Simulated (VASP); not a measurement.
# Sn8O15 (a cell with a defect) in VASP: single point with r2SCAN

Aim: the single point of Sn8O15 (a cell with a defect) with r2SCAN.

All numbers are computed with VASP 6.6.1; they aren't measurements. Logs are shortened: lines on timing, memory, paths and dates and some standing lists are left out, and cuts for length are marked.

### 1 The cell of the first run

The cell holds a defect, 23 atoms: a = 7.785 Å, b = 7.068 Å, c = 7.449 Å, α = 64.80°, β = 55.23°, γ = 59.97°.

### 2 Single point, r2SCAN

The input, POSCAR:

```
Sn8O15
1.0
    0.0000000000      5.7509120000      5.2471140000
    4.7351460000      0.0000000000      5.2471140000
    4.7351460000      5.7509120000      0.0000000000
Sn O
8 15
Direct
    0.4645893863      0.2867159979      0.1987706164
    0.5125430840      0.7007913319      0.2907373348
    0.0371277839      0.2152486654      0.2989608226
    0.4615407448      0.2821242490      0.7085404528
    0.9426756286      0.7838044898      0.7603445185
    0.0416754413      0.2089747256      0.7937379679
    0.5615842907      0.7134144992      0.7291049079
    0.9749768449      0.7966475186      0.2216910923
    0.9747327407      0.1230074647      0.6233916959
    0.7927047269      0.1376962517      0.1112635481
    0.3582098638      0.2186447652      0.5363336451
    0.3703714066      0.0389985824      0.2384895880
    0.1319289929      0.4601391421      0.2632417209
    0.1433773743      0.2796525046      0.9625915572
    0.7076552375      0.3629609146      0.3976663185
    0.5260092150      0.3794652992      0.8741460995
    0.4766575513      0.5988351862      0.1109363816
    0.3064181983      0.6127663287      0.5990581853
    0.7864795570      0.7450131835      0.1687962323
    0.8890795315      0.5317123552      0.7172375187
    0.6030666386      0.9580553420      0.7880601949
    0.1975986446      0.8773158703      0.9078668885
    0.0312926028      0.8989480971      0.3845477022
```

The input, INCAR.step1:

```
ALGO = Normal
EDIFF = 1E-4
ENCUT = 520
GGA = PE
ISMEAR = 0
LASPH = T
LCHARG = F
LREAL = Auto
LWAVE = T
NBANDS = 118
NELECT = 204.0
NELM = 80
PREC = Accurate
SIGMA = 0.05
```

The input, INCAR.step2:

```
ALGO = Normal
EDIFF = 1E-6
ENCUT = 520
ISIF = 2
ISMEAR = 0
ISTART = 1
LASPH = T
LCHARG = F
LMIXTAU = T
LREAL = Auto
LWAVE = F
METAGGA = R2SCAN
NBANDS = 118
NELECT = 204.0
NELM = 80
PREC = Accurate
SIGMA = 0.05
```

The input, KPOINTS:

```
k-points
0
Gamma
  2 2 2
```

Potentials or basis: VASP PAW PBE potentials, release 64 (Sn_d, O).

Command:

```console
> cat potpaw_PBE.64/Sn_d/POTCAR potpaw_PBE.64/O/POTCAR > POTCAR
> cp INCAR.step1 INCAR
> mpirun -np 1 vasp_std > vasp.out
> cp INCAR.step2 INCAR
> mpirun -np 1 vasp_std > vasp.out
```

OUTCAR:

```text
EDIFF = 1E-6
   ENCUT = 520
   ISIF = 2
   ISMEAR = 0
   ISTART = 1
   LASPH = T
   LREAL = Auto
   METAGGA = R2SCAN
   NELECT = 204.0
   NELM = 80
   PREC = Accurate

 ion  position               nearest neighbor table
   1  0.465  0.287  0.199-  10 2.01  16 2.04  17 2.05  11 2.06  12 2.07  13 2.08   3 3.23   7 3.49
                             2 3.50   6 3.62   4 3.68   8 3.69   6 3.73   2 3.75
   2  0.513  0.701  0.291-  19 1.92  18 1.95  17 1.96  12 2.04  15 2.18   4 3.24   5 3.47   1 3.50
                             7 3.54   3 3.66   5 3.70   8 3.70   1 3.75
   3  0.037  0.215  0.299-  15 2.01   9 2.03  14 2.05  23 2.06  13 2.07  12 2.10   1 3.23   5 3.48
                             8 3.54   4 3.62   2 3.66   6 3.69   4 3.70   8 3.71
   4  0.462  0.282  0.709-  21 1.97  16 2.01  18 2.06  15 2.07  14 2.09  11 2.13   6 3.22   2 3.24
                             7 3.58   3 3.62   7 3.64   1 3.68   3 3.70   5 3.72   5 3.75
   5  0.943  0.784  0.760-  20 2.20  18 2.20  21 2.21   9 2.25  23 2.32  19 2.49   7 3.39   2 3.47
                             3 3.48   6 3.59   8 3.63   6 3.66   2 3.70   4 3.72   4 3.75
   6  0.042  0.209  0.794-  20 1.97   9 1.99  22 2.08  10 2.08  11 2.10  14 2.13   4 3.22   8 3.26
                             5 3.59   1 3.62   5 3.66   3 3.69   1 3.73   7 3.73
   7  0.562  0.713  0.729-  21 2.16  20 2.17  22 2.21  16 2.23  17 2.37   8 3.33   5 3.39   1 3.49
                             2 3.54   4 3.58   4 3.64   6 3.73
   8  0.975  0.797  0.222-  19 1.94  23 1.96  22 2.01  13 2.04  10 2.17   6 3.26   7 3.33   3 3.54
                             5 3.63   1 3.69   2 3.70   3 3.71
   9  0.975  0.123  0.623-   6 1.99   3 2.03   5 2.25
  10  0.793  0.138  0.111-   1 2.01   6 2.08   8 2.17
  11  0.358  0.219  0.536-   1 2.06   6 2.10   4 2.13
  12  0.370  0.039  0.238-   2 2.04   1 2.07   3 2.10
  13  0.132  0.460  0.263-   8 2.04   3 2.07   1 2.08
  14  0.143  0.280  0.963-   3 2.05   4 2.09   6 2.13
  15  0.708  0.363  0.398-   3 2.01   4 2.07   2 2.18
  16  0.526  0.379  0.874-   4 2.01   1 2.04   7 2.23
  17  0.477  0.599  0.111-   2 1.96   1 2.05   7 2.37
  18  0.306  0.613  0.599-   2 1.95   4 2.06   5 2.20
  19  0.786  0.745  0.169-   2 1.92   8 1.94   5 2.49
  20  0.889  0.532  0.717-   6 1.97   7 2.17   5 2.20
  21  0.603  0.958  0.788-   4 1.97   7 2.16   5 2.21
  22  0.198  0.877  0.908-   8 2.01   6 2.08   7 2.21
  23  0.031  0.899  0.385-   8 1.96   3 2.06   5 2.32

  LATTYP: Found a face centered orthorhombic cell.
 ALAT       =     9.4702920000
 B/A-ratio  =     1.1081208478
 C/A-ratio  =     1.2145163000

  Lattice vectors:

 A1 = (   0.0000000000,   5.7509120000,  -5.2471140000)
 A2 = (   4.7351460000,   5.7509120000,   0.0000000000)
 A3 = (   4.7351460000,   0.0000000000,  -5.2471140000)

Analysis of symmetry for initial positions (statically):
=====================================================================
 Subroutine PRICEL returns:
 Original cell was already a primitive cell.

 Routine SETGRP: Setting up the symmetry group for a
 face centered orthorhombic supercell.

 Subroutine GETGRP returns: Found  1 space group operations
 (whereof  1 operations were pure point group operations)
 out of a pool of  8 trial point group operations.

The static configuration has the point symmetry C_1 .

Analysis of symmetry for dynamics (positions and initial velocities):
=====================================================================
 Subroutine PRICEL returns:
 Original cell was already a primitive cell.

 Routine SETGRP: Setting up the symmetry group for a
 face centered orthorhombic supercell.

 Subroutine GETGRP returns: Found  1 space group operations
 (whereof  1 operations were pure point group operations)
 out of a pool of  8 trial point group operations.

The dynamic configuration has the point symmetry C_1 .

 Subroutine INISYM returns: Found  1 space group operations
 (whereof  1 operations are pure point group operations),
 and found     1 'primitive' translations

----------------------------------------------------------------------------------------

                                     Primitive cell

  volume of cell :     285.7726

  direct lattice vectors                    reciprocal lattice vectors
     0.000000000  5.750912000  5.247114000    -0.105593365  0.086942732  0.095290478
     4.735146000  0.000000000  5.247114000     0.105593365 -0.086942732  0.095290478
     4.735146000  5.750912000  0.000000000     0.105593365  0.086942732 -0.095290478

  length of vectors
     7.784933793  7.067801141  7.449469543     0.166701147  0.166701147  0.166701147

  position of ions in fractional coordinates (direct lattice)
     0.464589386  0.286715998  0.198770616
     0.512543084  0.700791332  0.290737335
     0.037127784  0.215248665  0.298960823
     0.461540745  0.282124249  0.708540453
     0.942675629  0.783804490  0.760344518
     0.041675441  0.208974726  0.793737968
[... 15 lines left out ...]
     0.197598645  0.877315870  0.907866889
     0.031292603  0.898948097  0.384547702

  ion indices of the primitive-cell ions
   primitive index   ion index
                 1           1
                 2           2
                 3           3
                 4           4
                 5           5
                 6           6
[... 15 lines left out ...]
                22          22
                23          23

----------------------------------------------------------------------------------------

 KPOINTS: k-points

Automatic generation of k-mesh.
 Grid dimensions read from file:
 generate k-points for:    2    2    2

 Generating k-lattice:

  Cartesian coordinates                     Fractional coordinates (reciprocal lattice)
    -0.052796683  0.043471366  0.047645239     0.500000000  0.000000000  0.000000000
     0.052796683 -0.043471366  0.047645239     0.000000000  0.500000000  0.000000000
     0.052796683  0.043471366 -0.047645239     0.000000000  0.000000000  0.500000000

  Length of vectors
     0.083350574  0.083350574  0.083350574

  Shift w.r.t. Gamma in fractional coordinates (k-lattice)
     0.000000000  0.000000000  0.000000000

 Subroutine IBZKPT returns following result:
 ===========================================

 Found      8 irreducible k-points:

 Following reciprocal coordinates:
            Coordinates               Weight
  0.000000  0.000000  0.000000      1.000000
  0.500000  0.000000  0.000000      1.000000
  0.500000  0.500000  0.500000      1.000000
  0.000000  0.500000  0.000000      1.000000
  0.000000  0.000000  0.500000      1.000000
  0.500000  0.500000  0.000000      1.000000
  0.500000  0.000000  0.500000      1.000000
  0.000000  0.500000  0.500000      1.000000
   k-points           NKPTS =      8   k-points in BZ     NKDIM =      8   number of bands    NBANDS=    118
   number of dos      NEDOS =    301   number of ions     NIONS =     23
   total plane-waves  NPLWV = 181440
   dimension x,y,z NGX =    60 NGY =   54 NGZ =   56
   dimension x,y,z NGXF=   120 NGYF=  108 NGZF=  112
   ions per type =               8  15
   NGX,Y,Z   is equivalent  to a cutoff of  12.81, 12.70, 12.50 a.u.
   NGXF,Y,Z  is equivalent  to a cutoff of  25.63, 25.40, 24.99 a.u.
 SYSTEM =  unknown system
   PREC   = accura    normal or accurate (medium, high low for compatibility)
   ISTART =      1    job   : 0-new  1-cont  2-samecut
   ICHARG =      0    charge: 1-file 2-atom 10-const
   ISPIN  =      1    spin polarized calculation?
   LNONCOLLINEAR =      F non collinear calculations
   LSORBIT =      F    spin-orbit coupling
   LASPH  =      T    aspherical Exc in radial PAW
   ENCUT  =  520.0 eV  38.22 Ry    6.18 a.u.  14.47 13.14 13.85*2*pi/ulx,y,z
   NELM   =     80;   NELMIN=  2; NELMDL=  0     # of ELM steps
   EDIFF  = 0.1E-05   stopping-criterion for ELM
   LREAL  =      T    real-space projection
   EDIFFG = 0.1E-04   stopping-criterion for IOM
   NSW    =      0    number of steps for IOM
   IBRION =     -1    ionic relax: 0-MD 1-quasi-New 2-CG
   NFREE  =      0    steps in history (QN), initial steepest desc. (CG)
   ISIF   =      2    stress and relaxation
   ISYM   =      2    0-nonsym 1-usesym 2-fastsym
   POTIM  = 0.5000    time-step for ionic-motion
   TEBEG  =    0.0;   TEEND  =   0.0 temperature during run
   PSTRESS=    0.0 pullay stress
   NELECT =     204.0000    total number of electrons
   NUPDOWN=      -1.0000    fix difference up-down
   EMIN   =  10.00;   EMAX   =-10.00  energy-range for DOS
   EFERMI =   0.00;   METHOD = LEGACY
   ISMEAR =     0;   SIGMA  =   0.05  broadening in eV -4-tet -1-fermi 0-gaus
   EFERMI_NEDOS =   21; number of points for ismear=-14 and -15
   IALGO  =     38    algorithm
   IMIX   =      4    mixing-type and parameters
     AMIX     =   0.40;   BMIX     =  1.00
     AMIX_MAG =   1.60;   BMIX_MAG =  1.00
  volume/ion in A,a.u.               =      12.42        83.85
  Fermi-wavevector in a.u.,A,eV,Ry     =   1.463114  2.764884 29.126008  2.140701
  Thomas-Fermi vector in A             =   2.579247
   LORBIT       =      0    0 simple, 1 ext, 2 COOP (PROOUT), +10 PAW based schemes
   METAGGA = R2SCAN    functional components
   LHFCALC =     F    Hartree Fock is set to
   AEXX    =    0.0000 exact exchange contribution
   IVDW    =     0    specifies the selected vdW correction
   LEPSILON=     F    determine dielectric tensor
   LRPA    =     F    only Hartree local field effects (RPA)
 non-spin polarized calculation
 Gauss-broadening in eV      SIGMA  =   0.05
  energy-cutoff  :      520.00
  volume of cell :      285.77
 maximum number of plane-waves:      7710
 NGX is ok and might be reduce to    60
   NGX = 29   NGY = 27   NGZ = 27

 number of electron     204.0000006 magnetization

 Free energy of the ion-electron system (eV)
  ---------------------------------------------------
  ext. energy  EPLUGINS =         0.00000000
  ---------------------------------------------------
  free energy    TOTEN  =      -308.90971327 eV

  energy without entropy =     -308.90878376  energy(sigma->0) =     -308.90924851

 E-fermi :   8.9695     XC(G=0): -12.0502

 val. band max:        8.8983299854   @ k =   0.0000   0.5000   0.0000
 cond. band min:       9.0406836511   @ k =   0.0000   0.0000   0.5000
 fundamental gap:      0.1423536658
 Fermi energy:         8.9695068183

 k-point     1 :       0.0000    0.0000    0.0000
  band No.  band energies     occupation
      1     -16.1266      2.00000
      2     -16.0443      2.00000
      3     -15.9427      2.00000
      4     -15.8873      2.00000
      5     -15.8586      2.00000
      6     -15.8132      2.00000
[... 106 lines left out ...]
    113      13.8378      0.00000
    114      14.1001      0.00000

 k-point     2 :       0.5000    0.0000    0.0000
  band No.  band energies     occupation
      1     -16.0618      2.00000
      2     -16.0054      2.00000
      3     -15.9546      2.00000
      4     -15.9166      2.00000
      5     -15.8103      2.00000
      6     -15.7221      2.00000
[... 694 lines left out ...]
 k-point     8 :       0.0000    0.5000    0.5000
  band No.  band energies     occupation
      1     -16.1127      2.00000
      2     -15.9664      2.00000
      3     -15.8726      2.00000
      4     -15.8675      2.00000
      5     -15.8005      2.00000
      6     -15.7734      2.00000
[... 106 lines left out ...]
    113      14.1616      0.00000
    114      14.4637      0.00000
 [bands above 114 left out]

------------------------ aborting loop because EDIFF is reached ----------------------------------------

  FORCE on cell =-STRESS in cart. coord.  units (eV):
  Direction    XX          YY          ZZ          XY          YZ          ZX
  --------------------------------------------------------------------------------------
  -------------------------------------------------------------------------------------
  Total       43.8985689     39.1513331     42.2441668      0.0667167      4.9406787     -0.1295283
  in kB      246.1162861    219.5010208    236.8409200      0.3740456     27.6997978     -0.7261974
  external PRESSURE =     234.1527423 kB  Pullay stress =       0.0000000 kB

 VOLUME and BASIS-vectors are now :
 -----------------------------------------------------------------------------
  energy-cutoff  :      520.00
  volume of cell :      285.77
      direct lattice vectors                 reciprocal lattice vectors
     0.000000000  5.750912000  5.247114000    -0.105593365  0.086942732  0.095290478
     4.735146000  0.000000000  5.247114000     0.105593365 -0.086942732  0.095290478
     4.735146000  5.750912000  0.000000000     0.105593365  0.086942732 -0.095290478

 POSITION                                       TOTAL-FORCE (eV/Angst)
 -----------------------------------------------------------------------------------
      2.29885      3.81492      3.94218         0.067385      0.025645     -0.009889
      4.69503      4.61959      6.36650         0.062258      0.005227      0.037264
      2.43486      1.93282      1.32425         0.021368     -0.025907      0.051585
      4.69094      6.72903      3.90210         0.020396     -0.003870      0.002285
      7.31177      9.79392      9.05904         0.001118      0.002775      0.030536
      4.74799      4.80439      1.31519        -0.006083      0.051231     -0.015058
[... 15 lines left out ...]
      8.45310      6.35743      5.64020        -0.056194      0.051289      0.019471
      6.07754      2.39146      4.88108         0.014297      0.101833      0.024322
 -----------------------------------------------------------------------------------
    total drift:                                0.016207      0.005154      0.002654

  FREE ENERGIE OF THE ION-ELECTRON SYSTEM (eV)
  ---------------------------------------------------
  free  energy   TOTEN  =      -308.9097132709 eV

  energy  without entropy=     -308.9087837565  energy(sigma->0) =     -308.90924851
```

Run time: 29 min. Hardware: 1 thread of Intel Xeon 8259CL, shared host; peak memory 0.58 GiB.

What came out:

```yaml
Free_energy: -308.9097 eV
Largest_force: 0.622 eV/Å
```

Forces on the atoms (eV/Å):
```
Sn   0.067  0.026 -0.010
Sn   0.062  0.005  0.037
Sn   0.021 -0.026  0.052
Sn   0.020 -0.004  0.002
Sn   0.001  0.003  0.031
Sn  -0.006  0.051 -0.015
Sn  -0.046 -0.084 -0.002
Sn   0.153  0.013 -0.143
O    0.028 -0.005 -0.042
O    0.020  0.040 -0.058
O    0.007  0.020 -0.015
O    0.004  0.038  0.034
O    0.044  0.033 -0.013
O    0.031 -0.013 -0.004
O   -0.004 -0.010 -0.009
O    0.035 -0.020  0.071
O   -0.009 -0.075  0.046
O    0.118  0.035 -0.060
O   -0.559 -0.226  0.154
O    0.056 -0.030 -0.024
O   -0.003  0.076 -0.075
O   -0.056  0.051  0.019
O    0.014  0.102  0.024
```

Caveat: the k points lie up to 0.52 Å⁻¹ apart; the cell carries a net charge on a neutralising background, which shifts energy and pressure; the cell is charged against a uniform background, so pressure and absolute levels hang on convention; the PAW data sets were made with another functional, which shifts forces and pressure a little; spin-orbit coupling is left out, which moves the levels of the heavy elements.
